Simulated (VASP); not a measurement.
Input of a VASP 6.6.1 run:

File POSCAR:

```
MoS2
1.0
    3.1840389251      0.0000000000      0.0000000000
   -1.5920194625      2.7574585958      0.0000000000
    0.0000000000      0.0000000000     56.4427220620
S Mo
6 3
Direct
    0.3333333333      0.6666666667      0.3574709025
    0.3333333333      0.6666666667      0.4124830420
    0.6666666667      0.3333333333      0.4724891486
    0.6666666667      0.3333333333      0.5275108514
    0.3333333333      0.6666666667      0.5875169580
    0.3333333333      0.6666666667      0.6425290975
    0.6666666667      0.3333333333      0.3849700523
    0.3333333333      0.6666666667      0.5000000000
    0.6666666667      0.3333333333      0.6150299477
```

Contents of INCAR.step1:

```
PREC = Accurate ; ENCUT = 520
ISMEAR = 0 ; SIGMA = 0.02
LREAL = F ; LASPH = T
NELM = 100 ; LDIPOL = T
IDIPOL = 3 ; DIPOL = 0.5 0.5 0.500
NBANDS = 49 ; GGA = PE
ALGO = Normal ; EDIFF = 1E-4
LWAVE = T ; LCHARG = F
```

File INCAR.step2:

```
PREC = Accurate ; ENCUT = 520
EDIFF = 1E-6 ; ISMEAR = 0
SIGMA = 0.02 ; LREAL = F
LASPH = T ; NELM = 100
ALGO = Normal ; ISIF = 2
LWAVE = F ; LCHARG = F
LDIPOL = T ; IDIPOL = 3
DIPOL = 0.5 0.5 0.500 ; METAGGA = R2SCAN
LMIXTAU = T ; NBANDS = 49
ISTART = 1
```

Contents of KPOINTS:

```
regular mesh
0
Gamma
  12 12 1
```

Potentials or basis: VASP PAW PBE potentials, release 64 (S, Mo_sv).

Run with:

```bash
$ cat potpaw_PBE.64/S/POTCAR potpaw_PBE.64/Mo_sv/POTCAR > POTCAR
$ cp INCAR.step1 INCAR
$ mpirun -np 1 vasp_std > vasp.out
$ cp INCAR.step2 INCAR
$ mpirun -np 1 vasp_std > vasp.out
```

Q: Estimate the band gap on the k mesh.

A: 1.28 eV, indirect (least direct gap 1.74 eV).

Q: What does it give for the largest force?

A: 0.003 eV/Å.

Forces on the atoms (eV/Å):
```
S    0.000  0.000 -0.003
S    0.000  0.000  0.003
S    0.000  0.000 -0.003
S    0.000  0.000  0.003
S    0.000  0.000 -0.003
S    0.000  0.000  0.003
Mo   0.000  0.000  0.000
Mo   0.000  0.000  0.000
Mo   0.000  0.000  0.000
```

Caveat: the PAW data sets were made with another functional, which shifts forces and pressure a little.
